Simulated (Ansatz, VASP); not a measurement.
# One calculation of Ba, two programs

```
Ba
1.0
     4.59481    0.00000    0.00000
    -2.29741    3.97922    0.00000
     0.00000    0.00000    7.52982
Ba
2
Direct
  0.33333 0.66667 0.25000
  0.66667 0.33333 0.75000
```

Alike in both runs: task single point; functional PBE; k mesh 13 × 13 × 7; occupations fermi-dirac, width 0.1 eV; no spin polarisation.

|  | VASP | Ansatz |
| --- | --- | --- |
| version | VASP 6.6.1 | Ansatz 0.2.0 |
| potentials or method | VASP PAW PBE potentials, release 64 (Ba_sv), cutoff 520 eV | plane waves (420 eV) with PAW, scalar-relativistic |
| valence electrons in the cell | 20 | 20 |

|  | VASP | Ansatz | Ansatz less VASP |
| --- | --- | --- | --- |
| pressure (GPa) | -0.5 | -0.5 | -0.03 |

Spin-orbit coupling is off throughout.
